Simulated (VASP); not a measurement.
# TiGeSe3 (Pm-3m) in VASP: single point with r2SCAN+rVV10

Aim: the single point of TiGeSe3 with r2SCAN+rVV10.

All numbers are computed with VASP 6.6.1; they aren't measurements. Logs are shortened: lines on timing, memory, paths and dates and some standing lists are left out, and cuts for length are marked.

## 1. The cell of the first run

The structure is cubic, space group Pm-3m (No. 221). The conventional cell has a = 4.856 Å, b = 4.856 Å, c = 4.856 Å, α = 90.00°, β = 90.00°, γ = 90.00°. Ti (site symmetry m-3m) has 12 Se at 3.43 Å and 8 Ge at 4.21 Å within 4.5 Å. Within 3.2 Å of Ge (site symmetry m-3m) lie 6 Se at 2.43 Å. Se (site symmetry 4/mmm) has 2 Ge at 2.43 Å within 3.2 Å.

## 2. Single point, r2SCAN+rVV10

The input, POSCAR:

```
TiGeSe3
1.0
    4.8559606577      0.0000000000      0.0000000000
    0.0000000000      4.8559606577      0.0000000000
    0.0000000000      0.0000000000      4.8559606577
Ti Ge Se
1 1 3
Direct
    0.0000000000      0.0000000000      0.0000000000
    0.5000000000      0.5000000000      0.5000000000
    0.0000000000      0.5000000000      0.5000000000
    0.5000000000      0.0000000000      0.5000000000
    0.5000000000      0.5000000000      0.0000000000
```

The input, INCAR.step1:

```
ALGO = Normal
EDIFF = 1E-4
ENCUT = 520
GGA = PE
ISMEAR = -1
LASPH = True
LCHARG = False
LREAL = False
LWAVE = True
NBANDS = 30
NELM = 80
PREC = Accurate
SIGMA = 0.03
```

The input, INCAR.step2:

```
ALGO = Normal
BPARAM = 11.95
CPARAM = 0.0093
EDIFF = 1E-6
ENCUT = 520
ISIF = 2
ISMEAR = -1
ISTART = 1
IVDW_NL = 2
LASPH = True
LCHARG = False
LMIXTAU = True
LREAL = False
LUSE_VDW = True
LWAVE = False
METAGGA = R2SCAN
NBANDS = 30
NELM = 80
PREC = Accurate
SIGMA = 0.03
```

The input, KPOINTS:

```
k-points
0
Gamma
  6 6 6
```

Potentials or basis: VASP PAW PBE potentials, release 64 (Ti_sv, Ge_d, Se).

Started as:

```
$ cat potpaw_PBE.64/Ti_sv/POTCAR potpaw_PBE.64/Ge_d/POTCAR potpaw_PBE.64/Se/POTCAR > POTCAR
$ cp INCAR.step1 INCAR
$ mpirun -np 1 vasp_std > vasp.out
$ cp INCAR.step2 INCAR
$ mpirun -np 1 vasp_std > vasp.out
```

OUTCAR:

```text
BPARAM = 11.95
   EDIFF = 1E-6
   ENCUT = 520
   ISIF = 2
   ISMEAR = -1
   ISTART = 1
   IVDW_NL = 2
   LASPH = True
   LREAL = False
   METAGGA = R2SCAN
   NELM = 80
   PREC = Accurate

 ion  position               nearest neighbor table
   1  0.000  0.000  0.000-
   2  0.500  0.500  0.500-   3 2.43   4 2.43   5 2.43   5 2.43   4 2.43   3 2.43
   3  0.000  0.500  0.500-   2 2.43   2 2.43
   4  0.500  0.000  0.500-   2 2.43   2 2.43
   5  0.500  0.500  0.000-   2 2.43   2 2.43

  LATTYP: Found a simple cubic cell.
 ALAT       =     4.8559606577

  Lattice vectors:

 A1 = (   4.8559606577,   0.0000000000,   0.0000000000)
 A2 = (   0.0000000000,   4.8559606577,   0.0000000000)
 A3 = (   0.0000000000,   0.0000000000,   4.8559606577)

Analysis of symmetry for initial positions (statically):
=====================================================================
 Subroutine PRICEL returns:
 Original cell was already a primitive cell.

 Routine SETGRP: Setting up the symmetry group for a
 simple cubic supercell.

 Subroutine GETGRP returns: Found 48 space group operations
 (whereof 48 operations were pure point group operations)
 out of a pool of 48 trial point group operations.

The static configuration has the point symmetry O_h .

Analysis of symmetry for dynamics (positions and initial velocities):
=====================================================================
 Subroutine PRICEL returns:
 Original cell was already a primitive cell.

 Routine SETGRP: Setting up the symmetry group for a
 simple cubic supercell.

 Subroutine GETGRP returns: Found 48 space group operations
 (whereof 48 operations were pure point group operations)
 out of a pool of 48 trial point group operations.

The dynamic configuration has the point symmetry O_h .

 Subroutine INISYM returns: Found 48 space group operations
 (whereof 48 operations are pure point group operations),
 and found     1 'primitive' translations

----------------------------------------------------------------------------------------

                                     Primitive cell

  volume of cell :     114.5053

  direct lattice vectors                    reciprocal lattice vectors
     4.855960658  0.000000000  0.000000000     0.205932476  0.000000000  0.000000000
     0.000000000  4.855960658  0.000000000     0.000000000  0.205932476  0.000000000
     0.000000000  0.000000000  4.855960658     0.000000000  0.000000000  0.205932476

  length of vectors
     4.855960658  4.855960658  4.855960658     0.205932476  0.205932476  0.205932476

  position of ions in fractional coordinates (direct lattice)
     0.000000000  0.000000000  0.000000000
     0.500000000  0.500000000  0.500000000
     0.000000000  0.500000000  0.500000000
     0.500000000  0.000000000  0.500000000
     0.500000000  0.500000000  0.000000000

  ion indices of the primitive-cell ions
   primitive index   ion index
                 1           1
                 2           2
                 3           3
                 4           4
                 5           5

----------------------------------------------------------------------------------------

 KPOINTS: k-points

Automatic generation of k-mesh.
 Grid dimensions read from file:
 generate k-points for:    6    6    6

 Generating k-lattice:

  Cartesian coordinates                     Fractional coordinates (reciprocal lattice)
     0.034322079  0.000000000  0.000000000     0.166666667  0.000000000  0.000000000
     0.000000000  0.034322079  0.000000000     0.000000000  0.166666667  0.000000000
     0.000000000  0.000000000  0.034322079     0.000000000  0.000000000  0.166666667

  Length of vectors
     0.034322079  0.034322079  0.034322079

  Shift w.r.t. Gamma in fractional coordinates (k-lattice)
     0.000000000  0.000000000  0.000000000

 Subroutine IBZKPT returns following result:
 ===========================================

 Found     20 irreducible k-points:

 Following reciprocal coordinates:
            Coordinates               Weight
  0.000000  0.000000  0.000000      1.000000
  0.166667  0.000000  0.000000      6.000000
  0.333333  0.000000  0.000000      6.000000
  0.500000  0.000000  0.000000      3.000000
  0.166667  0.166667  0.000000     12.000000
  0.333333  0.166667  0.000000     24.000000
[... 12 lines left out ...]
  0.500000  0.500000  0.333333      6.000000
  0.500000  0.500000  0.500000      1.000000
   k-points           NKPTS =     20   k-points in BZ     NKDIM =     20   number of bands    NBANDS=     30
   number of dos      NEDOS =    301   number of ions     NIONS =      5
   total plane-waves  NPLWV =  46656
   dimension x,y,z NGX =    36 NGY =   36 NGZ =   36
   dimension x,y,z NGXF=    72 NGYF=   72 NGZF=   72
   ions per type =               1   1   3
   NGX,Y,Z   is equivalent  to a cutoff of  12.32, 12.32, 12.32 a.u.
   NGXF,Y,Z  is equivalent  to a cutoff of  24.65, 24.65, 24.65 a.u.
 SYSTEM =  unknown system
   PREC   = accura    normal or accurate (medium, high low for compatibility)
   ISTART =      1    job   : 0-new  1-cont  2-samecut
   ICHARG =      0    charge: 1-file 2-atom 10-const
   ISPIN  =      1    spin polarized calculation?
   LNONCOLLINEAR =      F non collinear calculations
   LSORBIT =      F    spin-orbit coupling
   LASPH  =      T    aspherical Exc in radial PAW
   ENCUT  =  520.0 eV  38.22 Ry    6.18 a.u.   9.03  9.03  9.03*2*pi/ulx,y,z
   NELM   =     80;   NELMIN=  2; NELMDL=  0     # of ELM steps
   EDIFF  = 0.1E-05   stopping-criterion for ELM
   LREAL  =      F    real-space projection
   EDIFFG = 0.1E-04   stopping-criterion for IOM
   NSW    =      0    number of steps for IOM
   IBRION =     -1    ionic relax: 0-MD 1-quasi-New 2-CG
   NFREE  =      0    steps in history (QN), initial steepest desc. (CG)
   ISIF   =      2    stress and relaxation
   ISYM   =      2    0-nonsym 1-usesym 2-fastsym
   POTIM  = 0.5000    time-step for ionic-motion
   TEBEG  =    0.0;   TEEND  =   0.0 temperature during run
   PSTRESS=    0.0 pullay stress
   NELECT =      44.0000    total number of electrons
   NUPDOWN=      -1.0000    fix difference up-down
   EMIN   =  10.00;   EMAX   =-10.00  energy-range for DOS
   EFERMI =   0.00;   METHOD = LEGACY
   ISMEAR =    -1;   SIGMA  =   0.03  broadening in eV -4-tet -1-fermi 0-gaus
   EFERMI_NEDOS =   21; number of points for ismear=-14 and -15
   IALGO  =     38    algorithm
   IMIX   =      4    mixing-type and parameters
     AMIX     =   0.40;   BMIX     =  1.00
     AMIX_MAG =   1.60;   BMIX_MAG =  1.00
  volume/ion in A,a.u.               =      22.90       154.54
  Fermi-wavevector in a.u.,A,eV,Ry     =   1.190193  2.249138 19.273446  1.416558
  Thomas-Fermi vector in A             =   2.326283
   LORBIT       =      0    0 simple, 1 ext, 2 COOP (PROOUT), +10 PAW based schemes
   METAGGA = R2SCAN    functional components
   LHFCALC =     F    Hartree Fock is set to
   AEXX    =    0.0000 exact exchange contribution
   IVDW_NL    =     2    kernel type
   BPARAM     =11.9500
   IVDW    =     0    specifies the selected vdW correction
   LEPSILON=     F    determine dielectric tensor
   LRPA    =     F    only Hartree local field effects (RPA)
 non-spin polarized calculation
  energy-cutoff  :      520.00
  volume of cell :      114.51
 maximum number of plane-waves:      3136
   NGX = 19   NGY = 19   NGZ = 19

 number of electron      43.9999965 magnetization

 Free energy of the ion-electron system (eV)
  ---------------------------------------------------
  ext. energy  EPLUGINS =         0.00000000
  ---------------------------------------------------
  free energy    TOTEN  =       -66.75913412 eV

  energy without entropy =      -66.72825951  energy(sigma->0) =      -66.74369682

 E-fermi :   4.7984     XC(G=0): -10.4402

 val. band max:        4.7863877461   @ k =   0.0000   0.0000   0.0000
 cond. band min:       4.7990570785   @ k =   0.3333   0.1667   0.0000
 fundamental gap:      0.0126693324
 Fermi energy:         4.7983847059

 k-point     1 :       0.0000    0.0000    0.0000
  band No.  band energies     occupation
      1     -56.1150      2.00000
      2     -31.2946      2.00000
      3     -31.2946      2.00000
      4     -31.2946      2.00000
      5     -21.0767      2.00000
      6     -21.0767      2.00000
[... 22 lines left out ...]
     29      10.5265      0.00000
     30      10.5265      0.00000

 k-point     2 :       0.1667    0.0000    0.0000
  band No.  band energies     occupation
      1     -56.1150      2.00000
      2     -31.2948      2.00000
      3     -31.2946      2.00000
      4     -31.2946      2.00000
      5     -21.0767      2.00000
      6     -21.0754      2.00000
[... 22 lines left out ...]
     29      10.5508      0.00000
     30      10.8371      0.00000

 k-point     3 :       0.3333    0.0000    0.0000
  band No.  band energies     occupation
      1     -56.1150      2.00000
      2     -31.2951      2.00000
      3     -31.2946      2.00000
      4     -31.2946      2.00000
      5     -21.0767      2.00000
      6     -21.0727      2.00000
[... 22 lines left out ...]
     29       9.0859      0.00000
     30      10.6052      0.00000

 k-point     4 :       0.5000    0.0000    0.0000
  band No.  band energies     occupation
      1     -56.1150      2.00000
      2     -31.2953      2.00000
      3     -31.2945      2.00000
      4     -31.2945      2.00000
      5     -21.0767      2.00000
      6     -21.0714      2.00000
[... 484 lines left out ...]
     29       7.3518      0.00000
     30       9.1783      0.00000

 k-point    19 :       0.5000    0.5000    0.3333
  band No.  band energies     occupation
      1     -56.1150      2.00000
      2     -31.2952      2.00000
      3     -31.2952      2.00000
      4     -31.2950      2.00000
      5     -21.0700      2.00000
      6     -21.0686      2.00000
[... 22 lines left out ...]
     29       7.1496      0.00000
     30       7.4621      0.00000

 k-point    20 :       0.5000    0.5000    0.5000
  band No.  band energies     occupation
      1     -56.1150      2.00000
      2     -31.2952      2.00000
      3     -31.2952      2.00000
      4     -31.2952      2.00000
      5     -21.0686      2.00000
      6     -21.0686      2.00000
[... 22 lines left out ...]
     29       6.8930      0.00000
     30       6.8930      0.00000

------------------------ aborting loop because EDIFF is reached ----------------------------------------

  FORCE on cell =-STRESS in cart. coord.  units (eV):
  Direction    XX          YY          ZZ          XY          YZ          ZX
  --------------------------------------------------------------------------------------
  -------------------------------------------------------------------------------------
  Total        0.0621534      0.0621534      0.0621534     -0.0000000      0.0000000      0.0000000
  in kB        0.8696604      0.8696604      0.8696604     -0.0000000      0.0000000      0.0000000
  external PRESSURE =       0.8696604 kB  Pullay stress =       0.0000000 kB

 VOLUME and BASIS-vectors are now :
 -----------------------------------------------------------------------------
  energy-cutoff  :      520.00
  volume of cell :      114.51
      direct lattice vectors                 reciprocal lattice vectors
     4.855960658  0.000000000  0.000000000     0.205932476  0.000000000  0.000000000
     0.000000000  4.855960658  0.000000000     0.000000000  0.205932476  0.000000000
     0.000000000  0.000000000  4.855960658     0.000000000  0.000000000  0.205932476

 POSITION                                       TOTAL-FORCE (eV/Angst)
 -----------------------------------------------------------------------------------
      0.00000      0.00000      0.00000         0.000000      0.000000      0.000000
      2.42798      2.42798      2.42798         0.000000      0.000000      0.000000
      0.00000      2.42798      2.42798         0.000000      0.000000      0.000000
      2.42798      0.00000      2.42798         0.000000      0.000000      0.000000
      2.42798      2.42798      0.00000         0.000000      0.000000      0.000000
 -----------------------------------------------------------------------------------
    total drift:                                0.000000      0.000000      0.000000

  FREE ENERGIE OF THE ION-ELECTRON SYSTEM (eV)
  ---------------------------------------------------
  free  energy   TOTEN  =       -66.7591341240 eV

  energy  without entropy=      -66.7282595083  energy(sigma->0) =      -66.74369682
```

It took 19 min on 1 thread of AMD EPYC 9755, shared host; peak memory 0.4 GiB.

Results:

- Free energy: -66.7591 eV
- Pressure: 0.1 GPa
- Band gap on the k mesh: zero (bands 22 and 23 overlap by 0.43 eV)

Levels at points of the mesh, in eV from the Fermi level:
| k point | band 18 | band 19 | band 20 | band 21 | band 22 | band 23 | band 24 | band 25 | band 26 | band 27 |
| --- | --- | --- | --- | --- | --- | --- | --- | --- | --- | --- |
| (0.00, 0.00, 0.00) | -1.50 | -1.50 | -1.34 | -1.34 | -1.34 | -0.26 | -0.26 | -0.01 | -0.01 | -0.01 |
| (0.50, 0.00, 0.00) | -2.68 | -2.66 | -1.72 | -1.72 | -0.05 | 0.04 | 0.72 | 0.76 | 0.94 | 0.94 |
| (0.50, 0.50, 0.00) | -2.82 | -2.82 | -1.38 | -0.51 | 0.02 | 0.06 | 0.86 | 0.86 | 0.92 | 2.38 |
| (0.50, 0.50, 0.50) | -1.33 | 0.07 | 0.07 | 0.16 | 0.16 | 0.16 | 0.24 | 0.24 | 0.24 | 0.39 |

Caveat: the PAW data sets were made with another functional, which shifts forces and pressure a little.
